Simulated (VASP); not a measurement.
# GaP (P6_3/mmc) in VASP: single point with HSE06

Aim: the single point of GaP with HSE06.

All numbers are computed with VASP 6.6.1; they aren't measurements. Logs are shortened: lines on timing, memory, paths and dates and some standing lists are left out, and cuts for length are marked.

**1. The cell of the first run**

It takes space group P6_3/mmc (No. 194, hexagonal). The conventional cell has a = 3.597 Å, b = 3.597 Å, c = 6.031 Å, α = 90.00°, β = 90.00°, γ = 120.00°. Within 3.4 Å of Ga (site symmetry -3m) lie 6 P at 2.57 Å and 2 Ga at 3.02 Å. P (site symmetry -6m2) has 6 Ga at 2.57 Å within 3.4 Å.

**2. Single point, HSE06**

The input, POSCAR:

```
GaP
1.0
    3.5965004571      0.0000000000      0.0000000000
   -1.7982502286      3.1146607606      0.0000000000
    0.0000000000      0.0000000000      6.0305309388
Ga P
2 2
Direct
    0.0000000000      0.0000000000      0.0000000000
    0.0000000000      0.0000000000      0.5000000000
    0.3333333333      0.6666666667      0.2500000000
    0.6666666667      0.3333333333      0.7500000000
```

The input, INCAR.step1:

```
SYSTEM = GaP
PREC = Accurate
ENCUT = 400
EDIFF = 1E-5
ISMEAR = 0
SIGMA = 0.2
LREAL = .FALSE.
LASPH = .TRUE.
NELM = 120
ALGO = Normal
ISIF = 2
LWAVE = .TRUE.
LCHARG = .FALSE.
NBANDS = 26
GGA = PE
GGA_COMPAT = .FALSE.
```

The input, INCAR.step2:

```
SYSTEM = GaP
PREC = Accurate
ENCUT = 400
EDIFF = 1E-6
ISMEAR = 0
SIGMA = 0.2
LREAL = .FALSE.
LASPH = .TRUE.
NELM = 120
ALGO = Normal
ISIF = 2
LWAVE = .FALSE.
LCHARG = .FALSE.
GGA = PE
LHFCALC = .TRUE.
HFSCREEN = 0.2079
PRECFOCK = Normal
NBANDS = 26
ISTART = 1
GGA_COMPAT = .FALSE.
```

The input, KPOINTS:

```
Automatic mesh
0
G
  6 6 2
  0 0 0
```

Potentials or basis: VASP PAW PBE potentials, release 64 (Ga_d, P).

Command:

```bash
cat potpaw_PBE.64/Ga_d/POTCAR potpaw_PBE.64/P/POTCAR > POTCAR
cp INCAR.step1 INCAR
mpirun -np 1 vasp_std > vasp.out
cp INCAR.step2 INCAR
mpirun -np 1 vasp_std > vasp.out
```

OUTCAR:

```text
SYSTEM = GaP
   PREC = Accurate
   ENCUT = 400
   EDIFF = 1E-6
   ISMEAR = 0
   LREAL = .FALSE.
   LASPH = .TRUE.
   NELM = 120
   ISIF = 2
   GGA = PE
   LHFCALC = .TRUE.
   HFSCREEN = 0.2079
   PRECFOCK = Normal
   ISTART = 1

 ion  position               nearest neighbor table
   1  0.000  0.000  0.000-   3 2.57   4 2.57   4 2.57   3 2.57   4 2.57   3 2.57
   2  0.000  0.000  0.500-   3 2.57   4 2.57   4 2.57   3 2.57   4 2.57   3 2.57
   3  0.333  0.667  0.250-   1 2.57   2 2.57   1 2.57   2 2.57   1 2.57   2 2.57
   4  0.667  0.333  0.750-   1 2.57   2 2.57   1 2.57   2 2.57   1 2.57   2 2.57

  LATTYP: Found a hexagonal cell.
 ALAT       =     3.5965004571
 C/A-ratio  =     1.6767774704

  Lattice vectors:

 A1 = (   3.5965004571,   0.0000000000,   0.0000000000)
 A2 = (  -1.7982502286,   3.1146607606,   0.0000000000)
 A3 = (   0.0000000000,   0.0000000000,   6.0305309388)

Analysis of symmetry for initial positions (statically):
=====================================================================
 Subroutine PRICEL returns:
 Original cell was already a primitive cell.

 Routine SETGRP: Setting up the symmetry group for a
 hexagonal supercell.

 Subroutine GETGRP returns: Found 24 space group operations
 (whereof 12 operations were pure point group operations)
 out of a pool of 24 trial point group operations.

The static configuration has the point symmetry D_3d.
 The point group associated with its full space group is D_6h.

Analysis of symmetry for dynamics (positions and initial velocities):
=====================================================================
 Subroutine PRICEL returns:
 Original cell was already a primitive cell.

 Routine SETGRP: Setting up the symmetry group for a
 hexagonal supercell.

 Subroutine GETGRP returns: Found 24 space group operations
 (whereof 12 operations were pure point group operations)
 out of a pool of 24 trial point group operations.

The dynamic configuration has the point symmetry D_3d.
 The point group associated with its full space group is D_6h.

 Subroutine INISYM returns: Found 24 space group operations
 (whereof 12 operations are pure point group operations),
 and found     1 'primitive' translations

----------------------------------------------------------------------------------------

                                     Primitive cell

  volume of cell :      67.5533

  direct lattice vectors                    reciprocal lattice vectors
     3.596500457  0.000000000  0.000000000     0.278048067  0.160531126  0.000000000
    -1.798250229  3.114660761  0.000000000     0.000000000  0.321062253  0.000000000
     0.000000000  0.000000000  6.030530939     0.000000000  0.000000000  0.165822879

  length of vectors
     3.596500457  3.596500457  6.030530939     0.321062253  0.321062253  0.165822879

  position of ions in fractional coordinates (direct lattice)
     0.000000000  0.000000000  0.000000000
     0.000000000  0.000000000  0.500000000
     0.333333333  0.666666667  0.250000000
     0.666666667  0.333333333  0.750000000

  ion indices of the primitive-cell ions
   primitive index   ion index
                 1           1
                 2           2
                 3           3
                 4           4

----------------------------------------------------------------------------------------

 KPOINTS: Automatic mesh

Automatic generation of k-mesh.
 Grid dimensions read from file:
 generate k-points for:    6    6    2

 Generating k-lattice:

  Cartesian coordinates                     Fractional coordinates (reciprocal lattice)
     0.046341344  0.026755188  0.000000000     0.166666667  0.000000000  0.000000000
     0.000000000  0.053510375  0.000000000     0.000000000  0.166666667  0.000000000
     0.000000000  0.000000000  0.082911439     0.000000000  0.000000000  0.500000000

  Length of vectors
     0.053510375  0.053510375  0.082911439

  Shift w.r.t. Gamma in fractional coordinates (k-lattice)
     0.000000000  0.000000000  0.000000000

 Subroutine IBZKPT returns following result:
 ===========================================

 Found     14 irreducible k-points:

 Following reciprocal coordinates:
            Coordinates               Weight
  0.000000  0.000000  0.000000      1.000000
  0.166667  0.000000  0.000000      6.000000
  0.333333  0.000000  0.000000      6.000000
  0.500000  0.000000  0.000000      3.000000
  0.166667  0.166667  0.000000      6.000000
  0.333333  0.166667  0.000000     12.000000
  0.333333  0.333333  0.000000      2.000000
  0.000000  0.000000  0.500000      1.000000
  0.166667  0.000000  0.500000      6.000000
  0.333333  0.000000  0.500000      6.000000
  0.500000  0.000000  0.500000      3.000000
  0.166667  0.166667  0.500000      6.000000
  0.333333  0.166667  0.500000     12.000000
  0.333333  0.333333  0.500000      2.000000
   k-points           NKPTS =     14   k-points in BZ     NKDIM =     72   number of bands    NBANDS=     26
   number of dos      NEDOS =    301   number of ions     NIONS =      4
   total plane-waves  NPLWV =  23040
   dimension x,y,z NGX =    24 NGY =   24 NGZ =   40
   dimension x,y,z NGXF=    48 NGYF=   48 NGZF=   80
   ions per type =               2   2
   NGX,Y,Z   is equivalent  to a cutoff of  11.09, 11.09, 11.03 a.u.
   NGXF,Y,Z  is equivalent  to a cutoff of  22.19, 22.19, 22.05 a.u.
 SYSTEM =  GaP
   PREC   = accura    normal or accurate (medium, high low for compatibility)
   ISTART =      1    job   : 0-new  1-cont  2-samecut
   ICHARG =      0    charge: 1-file 2-atom 10-const
   ISPIN  =      1    spin polarized calculation?
   LNONCOLLINEAR =      F non collinear calculations
   LSORBIT =      F    spin-orbit coupling
   LASPH  =      T    aspherical Exc in radial PAW
   ENCUT  =  400.0 eV  29.40 Ry    5.42 a.u.   5.86  5.86  9.83*2*pi/ulx,y,z
   NELM   =    120;   NELMIN=  2; NELMDL=  0     # of ELM steps
   EDIFF  = 0.1E-05   stopping-criterion for ELM
   LREAL  =      F    real-space projection
   EDIFFG = 0.1E-04   stopping-criterion for IOM
   NSW    =      0    number of steps for IOM
   IBRION =     -1    ionic relax: 0-MD 1-quasi-New 2-CG
   NFREE  =      0    steps in history (QN), initial steepest desc. (CG)
   ISIF   =      2    stress and relaxation
   ISYM   =      3    0-nonsym 1-usesym 2-fastsym
   POTIM  = 0.5000    time-step for ionic-motion
   TEBEG  =    0.0;   TEEND  =   0.0 temperature during run
   PSTRESS=    0.0 pullay stress
   NELECT =      36.0000    total number of electrons
   NUPDOWN=      -1.0000    fix difference up-down
   EMIN   =  10.00;   EMAX   =-10.00  energy-range for DOS
   EFERMI =   0.00;   METHOD = LEGACY
   ISMEAR =     0;   SIGMA  =   0.20  broadening in eV -4-tet -1-fermi 0-gaus
   EFERMI_NEDOS =   21; number of points for ismear=-14 and -15
   IALGO  =     38    algorithm
   IMIX   =      1    mixing-type and parameters
     AMIX     =   0.40;   BMIX     =  1.00
     AMIX_MAG =   1.60;   BMIX_MAG =  1.00
  volume/ion in A,a.u.               =      16.89       113.97
  Fermi-wavevector in a.u.,A,eV,Ry     =   1.327273  2.508182 23.968745  1.761653
  Thomas-Fermi vector in A             =   2.456597
   LORBIT       =      0    0 simple, 1 ext, 2 COOP (PROOUT), +10 PAW based schemes
   GGA     = PE    functional components
   LHFCALC =     T    Hartree Fock is set to
   PRECFOCK=normal    Normal, Fast or Accurate (Low or Medium for compatibility)
   ENCUT4O =  -1.0   cutoff for four orbital integrals eV
   NKREDX  =     1    reduce k-point grid by
   NKREDY  =     1    reduce k-point grid by
   NKREDZ  =     1    reduce k-point grid by
   AEXX    =    0.2500 exact exchange contribution
   HFSCREEN=    0.2079 screening length (either q_TF or 0.3 A-1)
   HFSCREENC=   0.2079 screening length for correlation (either q_TF or 0.3 A-1)
   ENCUTFOCK=  -1.0 apply spherical cutoff to Coloumb kernel
   IVDW    =     0    specifies the selected vdW correction
   LEPSILON=     F    determine dielectric tensor
   LRPA    =     F    only Hartree local field effects (RPA)
 non-spin polarized calculation
 Gauss-broadening in eV      SIGMA  =   0.20
  energy-cutoff  :      400.00
  volume of cell :       67.55
 maximum number of plane-waves:      1254
 NGX is ok and might be reduce to    24
  NGX = 18; NGY = 18; NGZ = 30

 number of electron      35.9999946 magnetization

 Free energy of the ion-electron system (eV)
  ---------------------------------------------------
  ext. energy  EPLUGINS =         0.00000000
  ---------------------------------------------------
  free energy    TOTEN  =       -19.45904632 eV

  energy without entropy =      -19.43796189  energy(sigma->0) =      -19.44850411

 E-fermi :   6.5989     XC(G=0):  -9.0788

 val. band max:        6.5535202132   @ k =   0.5000   0.0000   0.0000
 cond. band min:       6.7271806353   @ k =   0.0000   0.0000   0.0000
 fundamental gap:      0.1736604222
 Fermi energy:         6.5988865033

 k-point     1 :       0.0000    0.0000    0.0000
  band No.  band energies     occupation
      1     -11.2357      2.00000
      2     -11.2018      2.00000
      3     -11.2018      2.00000
      4     -11.1224      2.00000
      5     -11.1223      2.00000
      6     -11.1031      2.00000
[... 18 lines left out ...]
     25      13.2424      0.00000
     26      14.6600      0.00000

 k-point     2 :       0.1667    0.0000    0.0000
  band No.  band energies     occupation
      1     -11.2407      2.00000
      2     -11.2305      2.00000
      3     -11.2012      2.00000
      4     -11.1315      2.00000
      5     -11.1138      2.00000
      6     -11.1081      2.00000
[... 18 lines left out ...]
     25      13.7435      0.00000
     26      14.1597      0.00000

 k-point     3 :       0.3333    0.0000    0.0000
  band No.  band energies     occupation
      1     -11.3137      2.00000
      2     -11.2206      2.00000
      3     -11.2039      2.00000
      4     -11.1518      2.00000
      5     -11.1190      2.00000
      6     -11.1021      2.00000
[... 18 lines left out ...]
     25      15.9173      0.00000
     26      16.1343      0.00000

 k-point     4 :       0.5000    0.0000    0.0000
  band No.  band energies     occupation
      1     -11.3479      2.00000
      2     -11.2160      2.00000
      3     -11.2064      2.00000
      4     -11.1624      2.00000
      5     -11.1246      2.00000
      6     -11.0989      2.00000
[... 18 lines left out ...]
     25      15.3862      0.00000
     26      17.3101      0.00000

 k-point     5 :       0.1667    0.1667    0.0000
  band No.  band energies     occupation
      1     -11.2858      2.00000
      2     -11.2233      2.00000
      3     -11.2123      2.00000
      4     -11.1403      2.00000
      5     -11.1116      2.00000
      6     -11.1096      2.00000
[... 18 lines left out ...]
     25      15.5156      0.00000
     26      15.6425      0.00000

 k-point     6 :       0.3333    0.1667    0.0000
  band No.  band energies     occupation
      1     -11.3230      2.00000
      2     -11.2297      2.00000
      3     -11.2153      2.00000
      4     -11.1487      2.00000
      5     -11.1134      2.00000
      6     -11.1081      2.00000
[... 137 lines left out ...]
 k-point    11 :       0.5000    0.0000    0.5000
  band No.  band energies     occupation
      1     -11.2543      2.00000
      2     -11.2543      2.00000
      3     -11.1515      2.00000
      4     -11.1515      2.00000
      5     -11.1198      2.00000
      6     -11.1198      2.00000
[... 18 lines left out ...]
     25      15.2073      0.00000
     26      15.2073      0.00000

 k-point    12 :       0.1667    0.1667    0.5000
  band No.  band energies     occupation
      1     -11.2145      2.00000
      2     -11.2145      2.00000
      3     -11.1572      2.00000
      4     -11.1572      2.00000
      5     -11.1168      2.00000
      6     -11.1168      2.00000
[... 18 lines left out ...]
     25      14.4754      0.00000
     26      14.4754      0.00000

 k-point    13 :       0.3333    0.1667    0.5000
  band No.  band energies     occupation
      1     -11.2412      2.00000
      2     -11.2412      2.00000
      3     -11.1629      2.00000
      4     -11.1629      2.00000
      5     -11.1106      2.00000
      6     -11.1106      2.00000
[... 18 lines left out ...]
     25      16.4048      0.00000
     26      16.4048      0.00000

 k-point    14 :       0.3333    0.3333    0.5000
  band No.  band energies     occupation
      1     -11.2359      2.00000
      2     -11.2359      2.00000
      3     -11.1776      2.00000
      4     -11.1776      2.00000
      5     -11.1010      2.00000
      6     -11.1010      2.00000
[... 18 lines left out ...]
     25      16.1988      0.00000
     26      16.1988      0.00000

------------------------ aborting loop because EDIFF is reached ----------------------------------------

  FORCE on cell =-STRESS in cart. coord.  units (eV):
  Direction    XX          YY          ZZ          XY          YZ          ZX
  --------------------------------------------------------------------------------------
  -------------------------------------------------------------------------------------
  Total       -0.3680156     -0.3680156     -0.3177102      0.0000000      0.0000000     -0.0000000
  in kB       -8.7283148     -8.7283148     -7.5352100      0.0000000      0.0000000     -0.0000000
  external PRESSURE =      -8.3306132 kB  Pullay stress =       0.0000000 kB

 VOLUME and BASIS-vectors are now :
 -----------------------------------------------------------------------------
  energy-cutoff  :      400.00
  volume of cell :       67.55
      direct lattice vectors                 reciprocal lattice vectors
     3.596500457  0.000000000  0.000000000     0.278048067  0.160531126  0.000000000
    -1.798250229  3.114660761  0.000000000     0.000000000  0.321062253  0.000000000
     0.000000000  0.000000000  6.030530939     0.000000000  0.000000000  0.165822879

 POSITION                                       TOTAL-FORCE (eV/Angst)
 -----------------------------------------------------------------------------------
      0.00000      0.00000      0.00000        -0.000000      0.000000     -0.000000
      0.00000      0.00000      3.01527         0.000000      0.000000     -0.000000
     -0.00000      2.07644      1.50763         0.000000     -0.000000     -0.000000
      1.79825      1.03822      4.52290        -0.000000      0.000000      0.000000
 -----------------------------------------------------------------------------------
    total drift:                                0.000014     -0.000023     -0.000065

  FREE ENERGIE OF THE ION-ELECTRON SYSTEM (eV)
  ---------------------------------------------------
  free  energy   TOTEN  =       -19.4590463203 eV

  energy  without entropy=      -19.4379618912  energy(sigma->0) =      -19.44850411
```

It took 82 min on 1 thread of Intel Xeon 8259CL, shared host; peak memory 0.27 GiB.

Results:

```
Free energy            : -19.4590 eV
Pressure               : -0.8 GPa
Band gap on the k mesh : zero (bands 18 and 19 overlap by 3.95 eV)
```

Caveat: the k points lie up to 0.52 Å⁻¹ apart, too coarse for converged energies and pressures of a metal; the PAW data sets were made with another functional, which shifts forces and pressure a little.

The gap in the log of VASP goes by the Fermi energy; the results here count the filled bands.